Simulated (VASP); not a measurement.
# PbS (Fm-3m) in VASP: single point with LDA

Aim: the single point of PbS with LDA.

All numbers are computed with VASP 6.6.1; they aren't measurements. Logs are shortened: lines on timing, memory, paths and dates and some standing lists are left out, and cuts for length are marked.

**1. The cell of the first run**

The structure is cubic, space group Fm-3m (No. 225). The conventional cell has a = 5.931 Å, b = 5.931 Å, c = 5.931 Å, α = 90.00°, β = 90.00°, γ = 90.00°. Pb (site symmetry m-3m) has 6 S at 2.97 Å within 3.9 Å. Within 3.9 Å of S (site symmetry m-3m) lie 6 Pb at 2.97 Å.

**2. Single point, LDA, non-collinear spin, zero start, spin-orbit coupling**

The input, INCAR:

```
SYSTEM = PbS
PREC = Accurate
ENCUT = 500
EDIFF = 1E-6
ISMEAR = 0
SIGMA = 0.01
LREAL = .False.
LASPH = .True.
NELM = 200
ALGO = Normal
ISIF = 2
LWAVE = .False.
LCHARG = .False.
MAGMOM = 0 0 0 0 0 0
LORBIT = 11
LSORBIT = .True.
GGA_COMPAT = .False.
LORBMOM = .True.
GGA = CA
NBANDS = 32
```

The input, KPOINTS:

```
regular mesh
0
Gamma
  6 6 6
  0 0 0
```

The input, POSCAR:

```
PbS
1.0
    0.0000000000      2.9657500000      2.9657500000
    2.9657500000      0.0000000000      2.9657500000
    2.9657500000      2.9657500000      0.0000000000
Pb S
1 1
Direct
    0.0000000000      0.0000000000      0.0000000000
    0.5000000000      0.5000000000      0.5000000000
```

Potentials or basis: VASP PAW LDA potentials, release 64 (Pb_d, S).

On the command line:

```sh
$ cat potpaw_LDA.64/Pb_d/POTCAR potpaw_LDA.64/S/POTCAR > POTCAR
$ mpirun -np 1 vasp_ncl > vasp.out
```

OUTCAR:

```text
SYSTEM = PbS
   PREC = Accurate
   ENCUT = 500
   EDIFF = 1E-6
   ISMEAR = 0
   LREAL = .False.
   LASPH = .True.
   NELM = 200
   ISIF = 2
   LORBIT = 11
   LSORBIT = .True.
   GGA = CA

 ion  position               nearest neighbor table
   1  0.000  0.000  0.000-   2 2.97   2 2.97   2 2.97   2 2.97   2 2.97   2 2.97
   2  0.500  0.500  0.500-   1 2.97   1 2.97   1 2.97   1 2.97   1 2.97   1 2.97

  LATTYP: Found a face centered cubic cell.
 ALAT       =     5.9315000000

  Lattice vectors:

 A1 = (   0.0000000000,   2.9657500000,   2.9657500000)
 A2 = (   2.9657500000,   0.0000000000,   2.9657500000)
 A3 = (   2.9657500000,   2.9657500000,   0.0000000000)

Analysis of symmetry for initial positions (statically):
=====================================================================
 Subroutine PRICEL returns:
 Original cell was already a primitive cell.

 Routine SETGRP: Setting up the symmetry group for a
 face centered cubic supercell.

 Subroutine GETGRP returns: Found 48 space group operations
 (whereof 48 operations were pure point group operations)
 out of a pool of 48 trial point group operations.

The static configuration has the point symmetry O_h .

Analysis of symmetry for dynamics (positions and initial velocities):
=====================================================================
 Subroutine PRICEL returns:
 Original cell was already a primitive cell.

 Routine SETGRP: Setting up the symmetry group for a
 face centered cubic supercell.

 Subroutine GETGRP returns: Found 48 space group operations
 (whereof 48 operations were pure point group operations)
 out of a pool of 48 trial point group operations.

The dynamic configuration has the point symmetry O_h .

Analysis of structural, dynamic, and magnetic symmetry:
=====================================================================
 Subroutine PRICEL returns:
 Original cell was already a primitive cell.

 Routine SETGRP: Setting up the symmetry group for a
 face centered cubic supercell.

 Subroutine GETGRP returns: Found 48 space group operations
 (whereof 48 operations were pure point group operations)
 out of a pool of 48 trial point group operations.

The overall configuration has the point symmetry O_h .

 Subroutine INISYM returns: Found 48 space group operations
 (whereof 48 operations are pure point group operations),
 and found     1 'primitive' translations

----------------------------------------------------------------------------------------

                                     Primitive cell

  volume of cell :      52.1715

  direct lattice vectors                    reciprocal lattice vectors
     0.000000000  2.965750000  2.965750000    -0.168591419  0.168591419  0.168591419
     2.965750000  0.000000000  2.965750000     0.168591419 -0.168591419  0.168591419
     2.965750000  2.965750000  0.000000000     0.168591419  0.168591419 -0.168591419

  length of vectors
     4.194203873  4.194203873  4.194203873     0.292008903  0.292008903  0.292008903

  position of ions in fractional coordinates (direct lattice)
     0.000000000  0.000000000  0.000000000
     0.500000000  0.500000000  0.500000000

  ion indices of the primitive-cell ions
   primitive index   ion index
                 1           1
                 2           2

----------------------------------------------------------------------------------------

 KPOINTS: regular mesh

Automatic generation of k-mesh.
 Grid dimensions read from file:
 generate k-points for:    6    6    6

 Generating k-lattice:

  Cartesian coordinates                     Fractional coordinates (reciprocal lattice)
    -0.028098570  0.028098570  0.028098570     0.166666667  0.000000000  0.000000000
     0.028098570 -0.028098570  0.028098570     0.000000000  0.166666667  0.000000000
[... 92 lines left out ...]

 number of electron      19.9999998 magnetization       0.0000000      0.0000000     -0.0000000

 Free energy of the ion-electron system (eV)
  ---------------------------------------------------
  ext. energy  EPLUGINS =         0.00000000
  ---------------------------------------------------
  free energy    TOTEN  =       -10.38185832 eV

  energy without entropy =      -10.38185832  energy(sigma->0) =      -10.38185832

 E-fermi :   5.4741     XC(G=0): -10.0319

 val. band max:        5.4305089358   @ k =   0.5000   0.0000   0.0000
 cond. band min:       5.5538899871   @ k =   0.5000   0.0000   0.0000
 fundamental gap:      0.1233810513
 Fermi energy:         5.4741038187

 k-point     1 :       0.0000    0.0000    0.0000
  band No.  band energies     occupation
      1     -12.6535      1.00000
      2     -12.6535      1.00000
      3     -12.6535      1.00000
      4     -12.6535      1.00000
      5     -10.0973      1.00000
      6     -10.0973      1.00000
[... 549 lines left out ...]
     31      17.3705      0.00000
     32      17.3717      0.00000

------------------------ aborting loop because EDIFF is reached ----------------------------------------

  FORCE on cell =-STRESS in cart. coord.  units (eV):
  Direction    XX          YY          ZZ          XY          YZ          ZX
  --------------------------------------------------------------------------------------
  -------------------------------------------------------------------------------------
  Total       -1.0409722     -1.0409722     -1.0409722      0.0000000      0.0000000     -0.0000000
  in kB      -31.9680480    -31.9680480    -31.9680480      0.0000000      0.0000000     -0.0000000
  external PRESSURE =     -31.9680480 kB  Pullay stress =       0.0000000 kB

 VOLUME and BASIS-vectors are now :
 -----------------------------------------------------------------------------
  energy-cutoff  :      500.00
  volume of cell :       52.17
      direct lattice vectors                 reciprocal lattice vectors
     0.000000000  2.965750000  2.965750000    -0.168591419  0.168591419  0.168591419
     2.965750000  0.000000000  2.965750000     0.168591419 -0.168591419  0.168591419
     2.965750000  2.965750000  0.000000000     0.168591419  0.168591419 -0.168591419

 POSITION                                       TOTAL-FORCE (eV/Angst)
 -----------------------------------------------------------------------------------
      0.00000      0.00000      0.00000         0.000000      0.000000     -0.000000
      2.96575      2.96575      2.96575         0.000000      0.000000      0.000000
 -----------------------------------------------------------------------------------
    total drift:                                0.000000     -0.000000     -0.000000

  FREE ENERGIE OF THE ION-ELECTRON SYSTEM (eV)
  ---------------------------------------------------
  free  energy   TOTEN  =       -10.3818583196 eV

  energy  without entropy=      -10.3818583196  energy(sigma->0) =      -10.38185832

 orbital moment (x)

 # of ion     p       d       tot
 ----------------------------------------
  1        -0.000   0.000  -0.000
  2        -0.000   0.000  -0.000
 ----------------------------------------
           -0.000   0.000  -0.000

 orbital moment (y)

 # of ion     p       d       tot
 ----------------------------------------
  1        -0.000   0.000  -0.000
  2         0.000   0.000   0.000
 ----------------------------------------
            0.000   0.000   0.000

 orbital moment (z)

 # of ion     p       d       tot
 ----------------------------------------
  1         0.000   0.000   0.000
  2         0.000   0.000   0.000
 ----------------------------------------
            0.000   0.000   0.000

 Spin-Orbit-Coupling matrix elements

 Ion:    1  E_soc:     -0.8447447
 l=   1
     0.0000000    -0.0725688    -0.0725688
    -0.0725688     0.0000000    -0.0725688
    -0.0725688    -0.0725688     0.0000000
 l=   2
     0.0000000    -0.0137539     0.0000000    -0.0137539    -0.0544681
    -0.0137539     0.0000000    -0.0408511    -0.0137539    -0.0136170
     0.0000000    -0.0408511     0.0000000    -0.0408511     0.0000000
    -0.0137539    -0.0137539    -0.0408511     0.0000000    -0.0136170
    -0.0544681    -0.0136170     0.0000000    -0.0136170     0.0000000
 l=   3
     0.0000000     0.0000000     0.0000000     0.0000000     0.0000000     0.0000000     0.0000000
     0.0000000     0.0000000     0.0000000     0.0000000     0.0000000     0.0000000     0.0000000
     0.0000000     0.0000000     0.0000000     0.0000000     0.0000000     0.0000000     0.0000000
     0.0000000     0.0000000     0.0000000     0.0000000     0.0000000     0.0000000     0.0000000
     0.0000000     0.0000000     0.0000000     0.0000000     0.0000000     0.0000000     0.0000000
     0.0000000     0.0000000     0.0000000     0.0000000     0.0000000     0.0000000     0.0000000
     0.0000000     0.0000000     0.0000000     0.0000000     0.0000000     0.0000000     0.0000000

 Ion:    2  E_soc:     -0.0040679
 l=   1
     0.0000000    -0.0006780    -0.0006780
    -0.0006780     0.0000000    -0.0006780
    -0.0006780    -0.0006780     0.0000000
 l=   2
     0.0000000     0.0000000     0.0000000     0.0000000     0.0000000
     0.0000000     0.0000000     0.0000000     0.0000000     0.0000000
     0.0000000     0.0000000     0.0000000     0.0000000     0.0000000
     0.0000000     0.0000000     0.0000000     0.0000000     0.0000000
     0.0000000     0.0000000     0.0000000     0.0000000     0.0000000
 l=   3
     0.0000000     0.0000000     0.0000000     0.0000000     0.0000000     0.0000000     0.0000000
     0.0000000     0.0000000     0.0000000     0.0000000     0.0000000     0.0000000     0.0000000
     0.0000000     0.0000000     0.0000000     0.0000000     0.0000000     0.0000000     0.0000000
     0.0000000     0.0000000     0.0000000     0.0000000     0.0000000     0.0000000     0.0000000
     0.0000000     0.0000000     0.0000000     0.0000000     0.0000000     0.0000000     0.0000000
     0.0000000     0.0000000     0.0000000     0.0000000     0.0000000     0.0000000     0.0000000
     0.0000000     0.0000000     0.0000000     0.0000000     0.0000000     0.0000000     0.0000000

 total charge

# of ion       s       p       d       tot
------------------------------------------
    1        1.463   0.556   9.841  11.861
    2        1.359   2.293   0.000   3.652
--------------------------------------------------
tot          2.822   2.849   9.841  15.513

 magnetization (x)

# of ion       s       p       d       tot
------------------------------------------
    1        0.000   0.000  -0.000   0.000
    2        0.000  -0.000   0.000  -0.000
--------------------------------------------------
tot          0.000  -0.000  -0.000   0.000

 magnetization (y)

# of ion       s       p       d       tot
------------------------------------------
    1        0.000   0.000   0.000   0.000
    2        0.000   0.000   0.000   0.000
--------------------------------------------------
tot          0.000   0.000   0.000   0.000

 magnetization (z)

# of ion       s       p       d       tot
------------------------------------------
    1        0.000   0.000  -0.000   0.000
    2       -0.000   0.000   0.000  -0.000
--------------------------------------------------
tot          0.000   0.000  -0.000   0.000
```

Run time: 83 s. Hardware: 1 thread of Intel Xeon 8259CL, shared host; peak memory 0.26 GiB.

What came out:

- Free energy: -10.3819 eV
- Pressure: -3.2 GPa
- Net moment: 0.00 μB per cell
- Valence electrons inside the program's atomic spheres: Pb 11.86; S 3.65

Moments on the atoms (μB; x, y, z):
```
Pb  0.00 0.00 0.00
S   0.00 0.00 0.00
```

Caveat: the cell stands under tension.
